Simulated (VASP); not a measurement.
Here is a VASP 6.6.1 calculation.

Contents of INCAR:

```
SYSTEM = Ni
ALGO = Fast
EDIFF = 1E-6
ENCUT = 520
GGA = PE
ISIF = 2
ISMEAR = 0
ISPIN = 2
LASPH = .True.
LCHARG = .True.
LELF = .True.
LMAXMIX = 4
LORBIT = 11
LREAL = .False.
LVHAR = .True.
LWAVE = .False.
MAGMOM = 0.125
NBANDS = 15
NELM = 150
NUPDOWN = 0.125
PREC = Accurate
SIGMA = 0.15
```

The input KPOINTS:

```
k-points
0
Gamma
  24 24 24
  0 0 0
```

Contents of POSCAR:

```
Ni
1.0
    0.0000000000      1.7232110558      1.7232110558
    1.7232110558      0.0000000000      1.7232110558
    1.7232110558      1.7232110558      0.0000000000
Ni
1
Direct
    0.0000000000      0.0000000000      0.0000000000
```

Potentials or basis: VASP PAW PBE potentials, release 64 (Ni).

The run is started by

```console
$ cat potpaw_PBE.64/Ni/POTCAR > POTCAR
$ mpirun -np 1 vasp_std > vasp.out
```

**Question.** Predict the pressure.

**Answer.** 13.3 GPa.

Caveat: the cell stands under pressure; the total moment is fixed, so each spin has its own Fermi level.
